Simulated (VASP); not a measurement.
## NaF: single point with PBE

NaF:

```
Na F
1.0
     3.90675    0.00000    0.00000
    -1.95337    3.38334    0.00000
     0.00000    0.00000    4.59689
Na F
2 2
Direct
  0.33333 0.66667 0.93750
  0.66667 0.33333 0.43750
  0.33333 0.66667 0.43750
  0.66667 0.33333 0.93750
```

This cell differs from its parent crystal: strain +1.0%.

```yaml
Program: VASP 6.6.1
Task: single point
Functional: PBE
Potentials_or_basis: VASP PAW PBE potentials, release 64 (Na_pv, F)
Cutoff: 520 eV
k_mesh: 12 × 12 × 6
Occupations: fermi-dirac, width 0.02 eV
Spin: no spin polarisation
```

```json
{
 "Pressure": "1.2 GPa",
 "Band gap on the k mesh": "5.58 eV"
}
```

Stress tensor (GPa, compression positive):
```
1.04 0.00 0.00
0.00 1.04 0.00
0.00 0.00 1.45
```

Levels at points of the mesh, in eV from the valence-band top:
```tsv
k point	band 12	band 13	band 14	band 15	band 16	band 17
(0.00, 0.00, 0.00)	-0.28	-0.28	0.00	5.58	12.64	12.77
(0.50, 0.00, 0.00)	-0.59	-0.35	-0.16	8.72	10.18	12.79
(0.00, 0.00, 0.50)	-0.43	-0.43	-0.43	7.85	7.85	16.22
(0.50, 0.00, 0.50)	-0.46	-0.25	-0.25	9.78	9.78	12.19
```

Wall time 34 s on 1 thread of Intel(R) Xeon(R) 6975P-C (Granite Rapids) (shared host), peak memory 0.22 GiB.

Caveat: the cell differs from its parent crystal (strain +1.0%); the structure was generated, so it needn't be the stable form of NaF. A k mesh can miss the band edges.
